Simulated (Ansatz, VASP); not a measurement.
This is a calculation of Ni for VASP 6.6.1.

File INCAR:

```
ALGO = Normal ; EDIFF = 1E-6
EDIFFG = -0.02 ; ENCUT = 600
GGA = PS ; IBRION = 2
ISIF = 3 ; ISMEAR = -1
ISPIN = 2 ; LASPH = T
LCHARG = F ; LMAXMIX = 4
LORBIT = 11 ; LREAL = F
LWAVE = F ; MAGMOM = 1
NELM = 150 ; NSW = 80
PREC = Accurate ; SIGMA = 0.05
```

KPOINTS

```
k-points
0
Gamma
  13 13 13
```

Contents of POSCAR:

```
Ni
1.0
    0.0000000000      1.7375729330      1.7375729330
    1.7375729330      0.0000000000      1.7375729330
    1.7375729330      1.7375729330      0.0000000000
Ni
1
Direct
    0.0000000000      0.0000000000      0.0000000000
```

Potentials or basis: VASP PAW PBE potentials, release 64 (Ni).

Run with:

```console
$ cat potpaw_PBE.64/Ni/POTCAR > POTCAR
$ mpirun -np 1 vasp_std > vasp.out
```

Set up the same calculation for Ansatz 0.2.0. Potentials there: all-electron LAPW, scalar-relativistic.

As run (the cutoff follows the program's own potentials):

File input.yaml:

```yaml
crystal:
  lattice:
    - [0.0, 1.737572933, 1.737572933]
    - [1.737572933, 0.0, 1.737572933]
    - [1.737572933, 1.737572933, 0.0]
  atoms:
    - { symbol: Ni, position: [0.0, 0.0, 0.0], spin: 1.0 }
kpoints:
  mp_grid: { grid: [13, 13, 13] }
scf:
  occupations: { method: fermi_dirac, width: 0.05 }
hamiltonian:
  xc: pbesol
  pseudopotentials: { kind: all_electron, lapw: { basis_error: 0.001 } }
magnetization:
  spin_polarized: true
output:
  forces: true
  stress: true
relax:
  f_tol: 0.02
  max_steps: 60
  cell: {}
```

Potentials or basis: all-electron LAPW, scalar-relativistic.

Launch:

```bash
$ ansatz run input.yaml --threads 2 --pin off --max-ram 6144MiB --backend cpu --events-out ev --progress --plain --runs-dir out
```

Both were run:

|  | VASP | Ansatz | Ansatz less VASP |
| --- | --- | --- | --- |
| net moment per atom (μB) | 0.62 | 0.63 | +0.005 |
| size of the moment on the site where the two differ most (μB) | 0.63 | 0.66 | +0.027 |
| relaxed volume (Å³/atom) | 10.38 | 10.38 | +0.004 |
| relaxed cell length with the largest relative difference (Å) | 2.448 | 2.449 | +0.0003 |

VASP's potentials were made for PBE, not for PBEsol. Site moments also hang on the region over which each program counts them. Ansatz ran all-electron here, and VASP with PAW potentials.
